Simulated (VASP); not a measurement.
# Mg in VASP: notebook, part 2 of 2

VASP 6.6.1. The steps go on from the part before.

## 5. Single point, revPBE

This run uses another cell than the first one, of 22.55 Å³/atom, 0.943 times its volume.

File INCAR:

```
PREC     = Accurate       # precision mode
ENCUT    = 520            # plane-wave cutoff, eV
EDIFF    = 1E-6           # SCF threshold, eV
ISMEAR   = -1             # smearing method
SIGMA    = 0.05           # smearing width, eV
LREAL    = F              # projectors in reciprocal space
LASPH    = T              # aspherical terms in the spheres
NELM     = 100            # most SCF steps
ALGO     = Normal         # electronic algorithm
ISIF     = 2              # what is computed and relaxed
LWAVE    = F              # write WAVECAR
LCHARG   = T              # write CHGCAR
GGA      = RE             # functional
LELF     = T              # ELF
LVHAR    = T            
NBANDS   = 12             # bands
```

File KPOINTS:

```
Automatic mesh
0
Gamma
  10 10 3
```

File POSCAR:

```
Mg
1.0
    3.1768261656      0.0000000000      0.0000000000
   -1.5884130828      2.7512121628      0.0000000000
    0.0000000000      0.0000000000     10.3188620100
Mg
4
Direct
    0.6666666667      0.3333333333      0.7500000000
    0.0000000000      0.0000000000      0.5000000000
    0.3333333333      0.6666666667      0.2500000000
    0.0000000000      0.0000000000      0.0000000000
```

Potentials or basis: VASP PAW PBE potentials, release 64 (Mg).

On the command line:

```
cat potpaw_PBE.64/Mg/POTCAR > POTCAR
mpirun -np 1 vasp_std > vasp.out
```

OUTCAR:

```text
PREC = Accurate
   ENCUT = 520
   EDIFF = 1E-6
   ISMEAR = -1
   LREAL = F
   LASPH = T
   NELM = 100
   ISIF = 2
   GGA = RE

 ion  position               nearest neighbor table
   1  0.667  0.333  0.750-   2 3.17   4 3.17   2 3.17   4 3.17   2 3.17   4 3.17
   2  0.000  0.000  0.500-   1 3.17   3 3.17   3 3.17   1 3.17   1 3.17   3 3.17
   3  0.333  0.667  0.250-   2 3.17   4 3.17   2 3.17   4 3.17   2 3.17   4 3.17
   4  0.000  0.000  0.000-   1 3.17   3 3.17   3 3.17   1 3.17   1 3.17   3 3.17

  LATTYP: Found a hexagonal cell.
 ALAT       =     3.1768261656
 C/A-ratio  =     3.2481670296
[... 553 lines left out ...]

 [... further k-points ...]
[... 5 lines left out ...]
  --------------------------------------------------------------------------------------
  -------------------------------------------------------------------------------------
  Total        0.8141138      0.8141138      1.2403977      0.0000000      0.0000000      0.0000000
  in kB       14.4625990     14.4625990     22.0354633      0.0000000      0.0000000      0.0000000
  external PRESSURE =      16.9868871 kB  Pullay stress =       0.0000000 kB

 VOLUME and BASIS-vectors are now :
 -----------------------------------------------------------------------------
  energy-cutoff  :      520.00
  volume of cell :       90.19
      direct lattice vectors                 reciprocal lattice vectors
     3.176826166  0.000000000  0.000000000     0.314779578  0.181738074  0.000000000
    -1.588413083  2.751212163  0.000000000     0.000000000  0.363476148  0.000000000
     0.000000000  0.000000000 10.318862010     0.000000000  0.000000000  0.096909911

 POSITION                                       TOTAL-FORCE (eV/Angst)
 -----------------------------------------------------------------------------------
      1.58841      0.91707      7.73915         0.000000      0.000000     -0.000000
      0.00000      0.00000      5.15943        -0.000000      0.000000      0.000000
     -0.00000      1.83414      2.57972        -0.000000      0.000000      0.000000
      0.00000      0.00000      0.00000        -0.000000      0.000000      0.000000
 -----------------------------------------------------------------------------------
    total drift:                                0.000000     -0.000000     -0.000000

  FREE ENERGIE OF THE ION-ELECTRON SYSTEM (eV)
  ---------------------------------------------------
  free  energy   TOTEN  =        -5.4031568912 eV

  energy  without entropy=       -5.3837502481  energy(sigma->0) =       -5.39345357
```

OSZICAR:

```text
N       E                     dE             d eps       ncg     rms          rms(c)
DAV:   1     0.361675381459E+01    0.36168E+01   -0.26057E+03   672   0.478E+02
DAV:   2    -0.517656857511E+01   -0.87933E+01   -0.83690E+01   856   0.543E+01
DAV:   3    -0.541709597590E+01   -0.24053E+00   -0.23843E+00   964   0.687E+00
DAV:   4    -0.541817002766E+01   -0.10741E-02   -0.10739E-02   836   0.489E-01
DAV:   5    -0.541818092476E+01   -0.10897E-04   -0.10897E-04   872   0.526E-02    0.138E+00
DAV:   6    -0.541382824102E+01    0.43527E-02   -0.15210E-03   844   0.347E-01    0.888E-01
DAV:   7    -0.540314442492E+01    0.10684E-01   -0.49864E-03   760   0.578E-01    0.462E-02
DAV:   8    -0.540316285899E+01   -0.18434E-04   -0.55292E-05   900   0.390E-02    0.114E-02
DAV:   9    -0.540315672508E+01    0.61339E-05   -0.35560E-06   840   0.109E-02    0.123E-03
DAV:  10    -0.540315689117E+01   -0.16609E-06   -0.37022E-07   568   0.204E-03
   1 F= -.54031569E+01 E0= -.53934536E+01  d E =-.194066E-01
```

Wall time 25 s (1 thread of AMD EPYC 7R43 (Zen 3), shared host); peak memory 0.16 GiB.

Results:

```yaml
Free_energy: -5.4032 eV
Pressure: 1.7 GPa
Band_gap_on_the_k_mesh: zero (band 4 reaches 3.44 eV, above the bottom of band 5 at 1.60 eV)
```

Levels at points of the mesh, in eV from the Fermi level:
```tsv
k point	band 2	band 3	band 4	band 5	band 6	band 7
(0.00, 0.00, 0.00)	-5.71	-5.70	-1.84	-1.32	4.98	4.99
(0.50, 0.00, 0.00)	-2.25	-1.22	-1.18	-0.60	-0.56	2.67
```

Caveat: the PAW data sets were made with another functional, which shifts forces and pressure a little.

## 6. Single point, BLYP

This run uses another cell than the first one, of 22.55 Å³/atom, 0.943 times its volume.

File INCAR:

```
AGGAC = 1.0
AGGAX = 1.0
ALDAC = 0.0
ALDAX = 1.0
ALGO = Normal
EDIFF = 1E-6
ENCUT = 520
GGA = B5
ISIF = 2
ISMEAR = -1
LASPH = T
LCHARG = F
LREAL = F
LWAVE = F
NBANDS = 12
NELM = 60
PREC = Accurate
SIGMA = 0.05
```

File KPOINTS:

```
k-points
0
Gamma
  10 10 3
```

POSCAR is that of step 5.

Potentials or basis: VASP PAW PBE potentials, release 64 (Mg).

On the command line:

```
cat potpaw_PBE.64/Mg/POTCAR > POTCAR
mpirun -np 1 vasp_std > vasp.out
```

Run time: 45 s. Hardware: 1 thread of AMD EPYC 7R43 (Zen 3), shared host; peak memory 0.16 GiB.

The run converged. Its results:

- Free energy: -2.9537 eV
- Pressure: 1.6 GPa
- Band gap on the k mesh: zero (band 4 reaches 3.87 eV, above the bottom of band 5 at 1.86 eV)

Stress tensor (GPa, compression positive):
```
1.21 0.00 0.00
0.00 1.21 0.00
0.00 0.00 2.33
```

Levels at points of the mesh, in eV from the Fermi level:
| k point | band 2 | band 3 | band 4 | band 5 | band 6 | band 7 |
| --- | --- | --- | --- | --- | --- | --- |
| (0.00, 0.00, 0.00) | -5.70 | -5.70 | -1.75 | -1.42 | 4.95 | 4.96 |
| (0.50, 0.00, 0.00) | -2.23 | -1.18 | -1.15 | -0.63 | -0.61 | 2.70 |

Caveat: the PAW data sets were made with another functional, which shifts forces and pressure a little.

## 7. Summary

| level | cell | gap on the mesh (eV) | pressure (GPa) |
| --- | --- | --- | --- |
| PBEsol | a = 3.239, b = 3.239, c = 10.521 Å, angles 90.0, 90.0, 120.0°, 4 atoms | none | -1.8 |
| PBEsol | a = 3.177, b = 3.177, c = 10.319 Å, angles 90.0, 90.0, 120.0°, 4 atoms | none | 0.2 |
| RPBE | a = 3.177, b = 3.177, c = 10.319 Å, angles 90.0, 90.0, 120.0°, 4 atoms | none | 1.9 |
| revPBE | a = 3.177, b = 3.177, c = 10.319 Å, angles 90.0, 90.0, 120.0°, 4 atoms | none | 1.7 |
| BLYP | a = 3.177, b = 3.177, c = 10.319 Å, angles 90.0, 90.0, 120.0°, 4 atoms | none | 1.6 |

Some of these runs hold the atoms at other places in the same cell, which the table doesn't show; runs alike in all that it shows share one row.

Alike in all rows: task single point; potentials or basis VASP PAW PBE potentials, release 64 (Mg); no spin polarisation; k mesh 10 × 10 × 3; cutoff (eV) 520; smearing fermi-dirac 0.05 eV.

Caveats: the PAW data sets were made with another functional, which shifts forces and pressure a little.

Absolute energies hang on the potentials; compare differences alone.
